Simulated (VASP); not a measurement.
Here is a VASP 6.6.1 calculation.

Contents of POSCAR:

```
NaF
1.0
    0.0000000000      2.3551299827      2.2609247834
    2.3551299827      0.0000000000      2.2609247834
    2.3551299827      2.3551299827      0.0000000000
Na F
1 1
Direct
    0.0000000000      0.0000000000      0.0000000000
    0.5000000000      0.5000000000      0.5000000000
```

Contents of INCAR.step1:

```
SYSTEM = NaF
ALGO = Normal
EDIFF = 1E-4
ENCUT = 520
GGA = PE
ISMEAR = 0
LASPH = .True.
LCHARG = .False.
LREAL = .False.
LWAVE = .True.
NBANDS = 14
NELM = 60
PREC = Accurate
SIGMA = 0.05
```

Contents of INCAR.step2:

```
SYSTEM = NaF
ALGO = Normal
EDIFF = 1E-6
ENCUT = 520
ISIF = 2
ISMEAR = 0
ISTART = 1
LASPH = .True.
LCHARG = .True.
LELF = .True.
LMIXTAU = .True.
LREAL = .False.
LVHAR = .True.
LWAVE = .False.
METAGGA = R2SCAN
NBANDS = 14
NELM = 60
PREC = Accurate
SIGMA = 0.05
```

KPOINTS

```
k-points
0
Gamma
  10 10 10
  0 0 0
```

Potentials or basis: VASP PAW PBE potentials, release 64 (Na_pv, F).

Run with:

```console
$ cat potpaw_PBE.64/Na_pv/POTCAR potpaw_PBE.64/F/POTCAR > POTCAR
$ cp INCAR.step1 INCAR
$ mpirun -np 1 vasp_std > vasp.out
$ cp INCAR.step2 INCAR
$ mpirun -np 1 vasp_std > vasp.out
```

Q: Predict the band gap on the k mesh.

A: 7.12 eV.

Q: Predict the pressure.

A: -2.1 GPa.

Stress tensor (GPa, compression positive):
```
-3.30  0.00  0.00
 0.00 -3.30  0.00
 0.00  0.00  0.25
```

Caveat: the PAW data sets were made with another functional, which shifts forces and pressure a little. A k mesh can miss the band edges.
